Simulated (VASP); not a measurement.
Crystal: CdS.

```
Cd S
1.0
     0.00000    2.91650    2.91650
     2.91650    0.00000    2.91650
     2.91650    2.91650    0.00000
Cd S
1 1
Direct
  0.00000 0.00000 0.00000
  0.75000 0.75000 0.75000
```

```yaml
Program: VASP 6.6.1
Task: relaxation of cell and atoms
Functional: HF
Potentials_or_basis: VASP PAW PBE potentials, release 64 (Cd, S)
Cutoff: 600 eV
k_mesh: 4 × 4 × 4
Occupations: fermi-dirac, width 0.05 eV
Spin: no spin polarisation
```

At the start: pressure 7.0 GPa; volume 24.81 Å³/atom.

How do energy, volume and symmetry change on relaxing?

Over 3 steps the energy falls by 51.1 meV/atom and the volume is 27.38 Å³/atom (+10.4 %); space group F-43m (No. 216, to 0.1 Å) before and after.

The path:
```
step  energy change (eV)  largest force (eV/Å)  pressure (GPa)  volume (Å³)
   1              0.0000                0.0000            6.95        49.62
   2             -0.0759                0.0000           -2.70        57.76
   3             -0.1022                0.0000            0.02        54.76
```

Final structure:
```
CELL_PARAMETERS angstrom
0.00000 3.01397 3.01397
3.01397 0.00000 3.01397
3.01397 3.01397 0.00000
ATOMIC_POSITIONS crystal
Cd 0.00000 0.00000 0.00000
S 0.75000 0.75000 0.75000
```

Caveat: the k points lie up to 0.45 Å⁻¹ apart in the final cell; the PAW data sets were made with another functional, which shifts forces and pressure a little.
